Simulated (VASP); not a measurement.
Wanted: the native input for a VASP 6.6.1 run.

| Item | Value |
| --- | --- |
| Task | single point |
| Functional | BLYP |
| Potentials or basis | VASP PAW PBE potentials, release 64 (I) |
| Cutoff | 520 eV |
| k mesh | 4 × 4 × 4, shifted |
| Occupations | gaussian, width 0.1 eV |
| Spin | no spin polarisation |
| Dipole correction | no |
| Further INCAR settings | ALGO = Normal; EDIFF = 1e-06; NBANDS = 10; ISYM = 0 |

The structure of I lies in POSCAR:

```
I
1.0
    0.0000000000      2.3656004428      3.9098401324
    2.1922454667      0.0000000000      3.9098401324
    2.1922454667      2.3656004428      0.0000000000
I
1
Direct
    0.9310000000      0.2460000000      0.9000000000
```

One way to write it, as run:

INCAR

```
SYSTEM = I
  PREC = Accurate
  ENCUT = 520
  EDIFF = 1E-6
  ISMEAR = 0
  SIGMA = 0.1
  LREAL = .FALSE.
  LASPH = .TRUE.
  NELM = 80
  ALGO = Normal
  ISIF = 2
  LWAVE = .FALSE.
  LCHARG = .FALSE.
  GGA = B5
  ALDAX = 1.0
  AGGAX = 1.0
  AGGAC = 1.0
  ALDAC = 0.0
  ISYM = 0
  NBANDS = 10
```

KPOINTS

```
Automatic mesh
0
Gamma
  4 4 4
  0.25 0.25 0.25
```

Potentials or basis: VASP PAW PBE potentials, release 64 (I).

Command:

```bash
$ cat potpaw_PBE.64/I/POTCAR > POTCAR
$ mpirun -np 1 vasp_std > vasp.out
```

Results of the run:

```
Pressure : 2.2 GPa
```

Caveat: the k points lie up to 0.53 Å⁻¹ apart; the PAW data sets were made with another functional, which shifts forces and pressure a little; an odd number of electrons without spin polarisation forces a metal; a magnetic or distorted state may lie lower.

Wall time 41 s on 1 thread of Intel(R) Xeon(R) 6975P-C (Granite Rapids), on a shared host, peak memory 0.24 GiB.
